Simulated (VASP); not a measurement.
A run of VASP 6.6.1 is set up as follows.

INCAR

```
PREC = Accurate ; ENCUT = 500
EDIFF = 1E-6 ; ISMEAR = -1
SIGMA = 0.05 ; LREAL = False
LASPH = True ; NELM = 120
ALGO = Normal ; ISIF = 2
LWAVE = False ; LCHARG = True
LELF = True ; LVHAR = True
NBANDS = 8 ; GGA_COMPAT = False
```

The input KPOINTS:

```
regular mesh
0
Gamma
  9 9 9
```

The input POSCAR:

```
Al
1.0
    0.0000000000      1.9950601588      1.9950601588
    1.9950601588      0.0000000000      1.9950601588
    1.9950601588      1.9950601588      0.0000000000
Al
1
Direct
    0.0000000000      0.0000000000      0.0000000000
```

Potentials or basis: VASP PAW LDA potentials, release 64 (Al).

Run with:

```sh
$ cat potpaw_LDA.64/Al/POTCAR > POTCAR
$ mpirun -np 1 vasp_std > vasp.out
```

(1) What does it give for the pressure?

Results:

(1) 0.0 GPa.
